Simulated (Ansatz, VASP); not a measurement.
## Two plane-wave programs on Ta

File INCAR:

```
  PREC = Accurate
  ENCUT = 520
  EDIFF = 1E-6
  ISMEAR = 0
  SIGMA = 0.15
  LREAL = False
  LASPH = True
  NELM = 80
  ALGO = Normal
  ISIF = 2
  LWAVE = False
  LCHARG = False
  GGA = PE
  NBANDS = 12
```

KPOINTS

```
Automatic mesh
0
Gamma
  20 20 20
```

The input POSCAR:

```
Ta
1.0
   -1.7008184000      1.6512800000      1.6512800000
    1.7008184000     -1.6512800000      1.6512800000
    1.7008184000      1.6512800000     -1.6512800000
Ta
1
Direct
    0.0000000000      0.0000000000      0.0000000000
```

Input for Ansatz:

```yaml
crystal:
  lattice:
    - [-1.7008184, 1.65128, 1.65128]
    - [1.7008184, -1.65128, 1.65128]
    - [1.7008184, 1.65128, -1.65128]
  atoms:
    - { symbol: Ta, position: [0.0, 0.0, 0.0] }
basis:
  ecutwfc: 420
kpoints:
  mp_grid: { grid: [20, 20, 20] }
hamiltonian:
  xc: pbe
scf:
  occupations: { method: gaussian, width: 0.15 }
output:
  forces: true
  stress: true
  eigenvalues: true
```

Change from the starting cell: strain +0.0300 x Voigt [1, 0, 0, 0, 0, 0], atoms carried along.

Alike in both runs: task single point; functional PBE; k mesh 20 × 20 × 20; occupations gaussian, width 0.15 eV; no spin polarisation.

|  | VASP | Ansatz |
| --- | --- | --- |
| version | VASP 6.6.1 | Ansatz 0.2.0 |
| potentials or method | VASP PAW PBE potentials, release 64 (Ta_pv), cutoff 520 eV | scalar-relativistic, plane waves, PAW |
| valence electrons in the cell | 11 | 13 |

|  | VASP | Ansatz | Ansatz less VASP |
| --- | --- | --- | --- |
| gap on the k mesh at the Fermi level (eV) | none | none | - |
| pressure (GPa) | -2.5 | -2.6 | -0.07 |
| traceless stress, the component that is largest in VASP (GPa) | -2.11 | -2.11 | -0.005 |

A gap of «none» marks a metal or a gap that the smearing closes. The functional is the same, so the differences come from potentials, cutoffs and numerics. VASP's potentials hold 11 valence electrons a cell and Ansatz's 13, so a difference there can come from the potentials and not from the codes.

Spin-orbit coupling is off throughout.
